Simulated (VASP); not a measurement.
# Zn2O3 (Pn-3m) in VASP: further runs

Zn2O3 is run at these levels: PBE; tasks: single point.

All numbers are computed with VASP 6.6.1; they aren't measurements. Logs are shortened: lines on timing, memory, paths and dates and some standing lists are left out, and cuts for length are marked.

## 1. The cell of the first run

The structure is cubic, space group Pn-3m (No. 224). Conventional cell: a = 4.902 Å, b = 4.902 Å, c = 4.902 Å, α = 90.00°, β = 90.00°, γ = 90.00°. Zn (site symmetry -3m) has 6 O at 2.12 Å within 2.8 Å. Within 2.8 Å of O (site symmetry -42m) lie 4 Zn at 2.12 Å and 4 O at 2.45 Å.

## 2. Single point, PBE

INCAR

```
SYSTEM = Zn2O3
PREC     = Accurate       ! precision mode
ENCUT    = 520            ! plane-wave cutoff, eV
EDIFF    = 1E-6           ! SCF threshold, eV
ISMEAR   = -1             ! smearing method
SIGMA    = 0.06122561905347299 ! smearing width, eV
LREAL    = .False.        ! projectors in reciprocal space
LASPH    = .True.         ! aspherical terms in the spheres
NELM     = 60             ! most SCF steps
ALGO     = Normal         ! electronic algorithm
ISIF     = 2              ! what is computed and relaxed
LWAVE    = .False.        ! write WAVECAR
LCHARG   = .False.        ! write CHGCAR
GGA      = PE             ! functional
NBANDS   = 53             ! bands
```

KPOINTS

```
regular mesh
0
Gamma
  8 8 8
  0 0 0
```

POSCAR

```
Zn2O3
1.0
    4.9020183087      0.0000000000      0.0000000000
    0.0000000000      4.9020183087      0.0000000000
    0.0000000000      0.0000000000      4.9020183087
Zn O
4 6
Direct
    0.2500000000      0.2500000000      0.2500000000
    0.7500000000      0.7500000000      0.2500000000
    0.7500000000      0.2500000000      0.7500000000
    0.2500000000      0.7500000000      0.7500000000
    0.5000000000      0.0000000000      0.0000000000
    0.0000000000      0.5000000000      0.0000000000
    0.0000000000      0.0000000000      0.5000000000
    0.5000000000      0.5000000000      0.0000000000
    0.5000000000      0.0000000000      0.5000000000
    0.0000000000      0.5000000000      0.5000000000
```

Potentials or basis: VASP PAW PBE potentials, release 64 (Zn, O).

On the command line:

```bash
$ cat potpaw_PBE.64/Zn/POTCAR potpaw_PBE.64/O/POTCAR > POTCAR
$ mpirun -np 1 vasp_std > vasp.out
```

OUTCAR:

```text
SYSTEM = Zn2O3
   PREC = Accurate
   ENCUT = 520
   EDIFF = 1E-6
   ISMEAR = -1
   LREAL = .False.
   LASPH = .True.
   NELM = 60
   ISIF = 2
   GGA = PE

 ion  position               nearest neighbor table
   1  0.250  0.250  0.250-   5 2.12   6 2.12   7 2.12   8 2.12   9 2.12  10 2.12
   2  0.750  0.750  0.250-   5 2.12   6 2.12   7 2.12   8 2.12   9 2.12  10 2.12
   3  0.750  0.250  0.750-   5 2.12   6 2.12   7 2.12   8 2.12   9 2.12  10 2.12
   4  0.250  0.750  0.750-   5 2.12   6 2.12   7 2.12   8 2.12   9 2.12  10 2.12
   5  0.500  0.000  0.000-   1 2.12   2 2.12   3 2.12   4 2.12
   6  0.000  0.500  0.000-   1 2.12   2 2.12   3 2.12   4 2.12
   7  0.000  0.000  0.500-   1 2.12   2 2.12   3 2.12   4 2.12
   8  0.500  0.500  0.000-   1 2.12   2 2.12   3 2.12   4 2.12
   9  0.500  0.000  0.500-   1 2.12   2 2.12   3 2.12   4 2.12
  10  0.000  0.500  0.500-   1 2.12   2 2.12   3 2.12   4 2.12

  LATTYP: Found a simple cubic cell.
 ALAT       =     4.9020183087

  Lattice vectors:

 A1 = (   4.9020183087,   0.0000000000,   0.0000000000)
 A2 = (   0.0000000000,   4.9020183087,   0.0000000000)
 A3 = (   0.0000000000,   0.0000000000,   4.9020183087)

Analysis of symmetry for initial positions (statically):
=====================================================================
 Subroutine PRICEL returns:
 Original cell was already a primitive cell.

 Routine SETGRP: Setting up the symmetry group for a
 simple cubic supercell.

 Subroutine GETGRP returns: Found 48 space group operations
 (whereof 24 operations were pure point group operations)
 out of a pool of 48 trial point group operations.

The static configuration has the point symmetry T_d .
 The point group associated with its full space group is O_h .

Analysis of symmetry for dynamics (positions and initial velocities):
=====================================================================
 Subroutine PRICEL returns:
 Original cell was already a primitive cell.

 Routine SETGRP: Setting up the symmetry group for a
 simple cubic supercell.

 Subroutine GETGRP returns: Found 48 space group operations
 (whereof 24 operations were pure point group operations)
 out of a pool of 48 trial point group operations.

The dynamic configuration has the point symmetry T_d .
 The point group associated with its full space group is O_h .

 Subroutine INISYM returns: Found 48 space group operations
 (whereof 24 operations are pure point group operations),
 and found     1 'primitive' translations

----------------------------------------------------------------------------------------

                                     Primitive cell

  volume of cell :     117.7944

  direct lattice vectors                    reciprocal lattice vectors
     4.902018309  0.000000000  0.000000000     0.203997606  0.000000000  0.000000000
     0.000000000  4.902018309  0.000000000     0.000000000  0.203997606  0.000000000
     0.000000000  0.000000000  4.902018309     0.000000000  0.000000000  0.203997606

  length of vectors
     4.902018309  4.902018309  4.902018309     0.203997606  0.203997606  0.203997606

  position of ions in fractional coordinates (direct lattice)
     0.250000000  0.250000000  0.250000000
     0.750000000  0.750000000  0.250000000
     0.750000000  0.250000000  0.750000000
     0.250000000  0.750000000  0.750000000
     0.500000000  0.000000000  0.000000000
     0.000000000  0.500000000  0.000000000
     0.000000000  0.000000000  0.500000000
     0.500000000  0.500000000  0.000000000
     0.500000000  0.000000000  0.500000000
     0.000000000  0.500000000  0.500000000

  ion indices of the primitive-cell ions
   primitive index   ion index
                 1           1
                 2           2
                 3           3
                 4           4
                 5           5
                 6           6
                 7           7
                 8           8
                 9           9
                10          10

----------------------------------------------------------------------------------------

 KPOINTS: regular mesh

Automatic generation of k-mesh.
 Grid dimensions read from file:
 generate k-points for:    8    8    8

 Generating k-lattice:

  Cartesian coordinates                     Fractional coordinates (reciprocal lattice)
     0.025499701  0.000000000  0.000000000     0.125000000  0.000000000  0.000000000
     0.000000000  0.025499701  0.000000000     0.000000000  0.125000000  0.000000000
     0.000000000  0.000000000  0.025499701     0.000000000  0.000000000  0.125000000

  Length of vectors
     0.025499701  0.025499701  0.025499701

  Shift w.r.t. Gamma in fractional coordinates (k-lattice)
     0.000000000  0.000000000  0.000000000

 Subroutine IBZKPT returns following result:
 ===========================================

 Found     35 irreducible k-points:

 Following reciprocal coordinates:
            Coordinates               Weight
  0.000000  0.000000  0.000000      1.000000
  0.125000  0.000000  0.000000      6.000000
  0.250000  0.000000  0.000000      6.000000
  0.375000  0.000000  0.000000      6.000000
  0.500000  0.000000  0.000000      3.000000
  0.125000  0.125000  0.000000     12.000000
[... 16 lines left out ...]
  0.375000  0.375000  0.125000     24.000000
  0.500000  0.375000  0.125000     24.000000
 [... further k-points ...]
   k-points           NKPTS =     35   k-points in BZ     NKDIM =     35   number of bands    NBANDS=     53
   number of dos      NEDOS =    301   number of ions     NIONS =     10
   total plane-waves  NPLWV =  46656
   dimension x,y,z NGX =    36 NGY =   36 NGZ =   36
   dimension x,y,z NGXF=    72 NGYF=   72 NGZF=   72
   ions per type =               4   6
   NGX,Y,Z   is equivalent  to a cutoff of  12.21, 12.21, 12.21 a.u.
   NGXF,Y,Z  is equivalent  to a cutoff of  24.42, 24.42, 24.42 a.u.
 SYSTEM =  Zn2O3
   PREC   = accura    normal or accurate (medium, high low for compatibility)
   ISTART =      0    job   : 0-new  1-cont  2-samecut
   ICHARG =      2    charge: 1-file 2-atom 10-const
   ISPIN  =      1    spin polarized calculation?
   LNONCOLLINEAR =      F non collinear calculations
   LSORBIT =      F    spin-orbit coupling
   LASPH  =      T    aspherical Exc in radial PAW
   ENCUT  =  520.0 eV  38.22 Ry    6.18 a.u.   9.11  9.11  9.11*2*pi/ulx,y,z
   NELM   =     60;   NELMIN=  2; NELMDL= -5     # of ELM steps
   EDIFF  = 0.1E-05   stopping-criterion for ELM
   LREAL  =      F    real-space projection
   EDIFFG = 0.1E-04   stopping-criterion for IOM
   NSW    =      0    number of steps for IOM
   IBRION =     -1    ionic relax: 0-MD 1-quasi-New 2-CG
   NFREE  =      0    steps in history (QN), initial steepest desc. (CG)
   ISIF   =      2    stress and relaxation
   ISYM   =      2    0-nonsym 1-usesym 2-fastsym
   POTIM  = 0.5000    time-step for ionic-motion
   TEBEG  =    0.0;   TEEND  =   0.0 temperature during run
   PSTRESS=    0.0 pullay stress
   NELECT =      84.0000    total number of electrons
   NUPDOWN=      -1.0000    fix difference up-down
   EMIN   =  10.00;   EMAX   =-10.00  energy-range for DOS
   EFERMI =   0.00;   METHOD = LEGACY
   ISMEAR =    -1;   SIGMA  =   0.06  broadening in eV -4-tet -1-fermi 0-gaus
   EFERMI_NEDOS =   21; number of points for ismear=-14 and -15
   IALGO  =     38    algorithm
   IMIX   =      4    mixing-type and parameters
     AMIX     =   0.40;   BMIX     =  1.00
     AMIX_MAG =   1.60;   BMIX_MAG =  1.00
  volume/ion in A,a.u.               =      11.78        79.49
  Fermi-wavevector in a.u.,A,eV,Ry     =   1.462603  2.763918 29.105668  2.139206
  Thomas-Fermi vector in A             =   2.578796
   LORBIT       =      0    0 simple, 1 ext, 2 COOP (PROOUT), +10 PAW based schemes
   GGA     = PE    functional components
   LHFCALC =     F    Hartree Fock is set to
   AEXX    =    0.0000 exact exchange contribution
   IVDW    =     0    specifies the selected vdW correction
   LEPSILON=     F    determine dielectric tensor
   LRPA    =     F    only Hartree local field effects (RPA)
 non-spin polarized calculation
  energy-cutoff  :      520.00
  volume of cell :      117.79
 maximum number of plane-waves:      3196
   NGX = 19   NGY = 19   NGZ = 19

 number of electron      83.9999929 magnetization

 Free energy of the ion-electron system (eV)
  ---------------------------------------------------
  ext. energy  EPLUGINS =         0.00000000
  ---------------------------------------------------
  free energy    TOTEN  =       -40.33925708 eV

  energy without entropy =      -40.25898715  energy(sigma->0) =      -40.29912211

 E-fermi :   0.9711     XC(G=0): -10.7222

 val. band max:        0.9671210956   @ k =   0.0000   0.0000   0.0000
 cond. band min:       0.9828843054   @ k =   0.3750   0.2500   0.2500
 fundamental gap:      0.0157632098
 Fermi energy:         0.9710729633

 k-point     1 :       0.0000    0.0000    0.0000
  band No.  band energies     occupation
      1     -17.5657      2.00000
      2     -16.5149      2.00000
      3     -16.5149      2.00000
      4     -15.4945      2.00000
      5     -15.4945      2.00000
      6     -14.9372      2.00000
[... 45 lines left out ...]
     52      11.8203      0.00000
     53      11.9746      0.00000

 k-point     2 :       0.1250    0.0000    0.0000
  band No.  band energies     occupation
      1     -17.5270      2.00000
      2     -16.5527      2.00000
      3     -16.4812      2.00000
      4     -15.5397      2.00000
      5     -15.4818      2.00000
      6     -14.9738      2.00000
[... 45 lines left out ...]
     52      11.4373      0.00000
     53      11.4837      0.00000
[... 1174 lines left out ...]
     52      10.1129      0.00000
     53      11.9937      0.00000

 k-point    24 :       0.5000    0.3750    0.1250
  band No.  band energies     occupation
      1     -16.7810      2.00000
      2     -16.7792      2.00000
      3     -16.1950      2.00000
      4     -16.1314      2.00000
      5     -15.5437      2.00000
      6     -15.5414      2.00000
[... 45 lines left out ...]
     52      10.0309      0.00000
     53      12.0995      0.00000

 [... further k-points ...]
[... 5 lines left out ...]
  --------------------------------------------------------------------------------------
  -------------------------------------------------------------------------------------
  Total       -2.9679180     -2.9679180     -2.9679180      0.0000000     -0.0000000     -0.0000000
  in kB      -40.3680427    -40.3680427    -40.3680427      0.0000000     -0.0000000     -0.0000000
  external PRESSURE =     -40.3680427 kB  Pullay stress =       0.0000000 kB

 VOLUME and BASIS-vectors are now :
 -----------------------------------------------------------------------------
  energy-cutoff  :      520.00
  volume of cell :      117.79
      direct lattice vectors                 reciprocal lattice vectors
     4.902018309  0.000000000  0.000000000     0.203997606  0.000000000  0.000000000
     0.000000000  4.902018309  0.000000000     0.000000000  0.203997606  0.000000000
     0.000000000  0.000000000  4.902018309     0.000000000  0.000000000  0.203997606

 POSITION                                       TOTAL-FORCE (eV/Angst)
 -----------------------------------------------------------------------------------
      1.22550      1.22550      1.22550         0.000000     -0.000000      0.000000
      3.67651      3.67651      1.22550        -0.000000      0.000000      0.000000
      3.67651      1.22550      3.67651         0.000000      0.000000      0.000000
      1.22550      3.67651      3.67651         0.000000      0.000000     -0.000000
      2.45101      0.00000      0.00000        -0.000000      0.000000      0.000000
      0.00000      2.45101      0.00000        -0.000000     -0.000000     -0.000000
      0.00000      0.00000      2.45101        -0.000000     -0.000000     -0.000000
      2.45101      2.45101      0.00000        -0.000000      0.000000      0.000000
      2.45101      0.00000      2.45101        -0.000000      0.000000      0.000000
      0.00000      2.45101      2.45101        -0.000000      0.000000     -0.000000
 -----------------------------------------------------------------------------------
    total drift:                                0.000000      0.000000     -0.000000

  FREE ENERGIE OF THE ION-ELECTRON SYSTEM (eV)
  ---------------------------------------------------
  free  energy   TOTEN  =       -40.3392570781 eV

  energy  without entropy=      -40.2589871510  energy(sigma->0) =      -40.29912211
```

Wall time 2.8 min (1 thread of Intel Xeon Platinum 8488C (Sapphire Rapids), shared host); peak memory 0.29 GiB.

What came out:

```yaml
Free_energy: -40.3393 eV
Pressure: -4.0 GPa
Band_gap_on_the_k_mesh: zero (band 42 reaches 1.60 eV, above the bottom of band 43 at 0.36 eV)
```

Levels at points of the mesh, in eV from the Fermi level:
```csv
k point,band 40,band 41,band 42,band 43,band 44,band 45
"(0.00, 0.00, 0.00)",0.00,0.00,0.62,0.62,0.62,1.60
"(0.50, 0.00, 0.00)",-1.05,0.23,0.23,0.53,0.53,3.95
"(0.50, 0.50, 0.00)",-1.69,-0.43,-0.43,0.33,0.33,5.35
"(0.50, 0.50, 0.50)",-0.66,-0.66,-0.66,-0.61,-0.61,6.18
```

## 3. Single point, PBE

This run uses another cell than the first one, of 12.01 Å³/atom, 1.019 times its volume.

INCAR

```
SYSTEM = Zn2O3
  PREC = Accurate
  ENCUT = 520
  EDIFF = 1E-7
  ISMEAR = -1
  SIGMA = 0.06122561905347299
  LREAL = .False.
  LASPH = .True.
  NELM = 100
  ALGO = Normal
  ISIF = 2
  LWAVE = .False.
  LCHARG = .False.
  GGA = PE
  NBANDS = 53
```

KPOINTS is that of step 2.

Edit POSCAR of step 2 so:

```diff
@@ -2,5 +2,5 @@
 1.0
-    4.9020183087      0.0000000000      0.0000000000
-    0.0000000000      4.9020183087      0.0000000000
-    0.0000000000      0.0000000000      4.9020183087
+    4.9332421971      0.0000000000      0.0000000000
+    0.0000000000      4.9332421971      0.0000000000
+    0.0000000000      0.0000000000      4.9332421971
 Zn O
```

Potentials or basis: VASP PAW PBE potentials, release 64 (Zn, O).

On the command line:

```bash
$ cat potpaw_PBE.64/Zn/POTCAR potpaw_PBE.64/O/POTCAR > POTCAR
$ mpirun -np 1 vasp_std > vasp.out
```

It took 4.5 min on 1 thread of Intel Xeon Platinum 8488C (Sapphire Rapids), shared host; peak memory 0.33 GiB.

The run converged. Its results:

```yaml
Free_energy: -40.2696 eV
Pressure: -6.1 GPa
Band_gap_on_the_k_mesh: zero (band 42 reaches 1.42 eV, above the bottom of band 43 at 0.20 eV)
```

Levels at points of the mesh, in eV from the Fermi level:
| k point | band 38 | band 39 | band 40 | band 41 | band 42 | band 43 | band 44 | band 45 | band 46 | band 47 |
| --- | --- | --- | --- | --- | --- | --- | --- | --- | --- | --- |
| (0.00, 0.00, 0.00) | -0.64 | 0.00 | 0.00 | 0.00 | 0.61 | 0.61 | 0.61 | 1.54 | 3.38 | 6.90 |
| (0.50, 0.00, 0.00) | -1.48 | -1.04 | -1.04 | 0.22 | 0.22 | 0.51 | 0.51 | 3.90 | 3.90 | 7.18 |
| (0.50, 0.50, 0.00) | -1.96 | -1.68 | -1.68 | -0.44 | -0.44 | 0.32 | 0.32 | 5.29 | 5.29 | 5.82 |
| (0.50, 0.50, 0.50) | -2.21 | -2.21 | -0.66 | -0.66 | -0.66 | -0.61 | -0.61 | 6.09 | 6.20 | 6.20 |

(Part 1 of 2 ends here.)
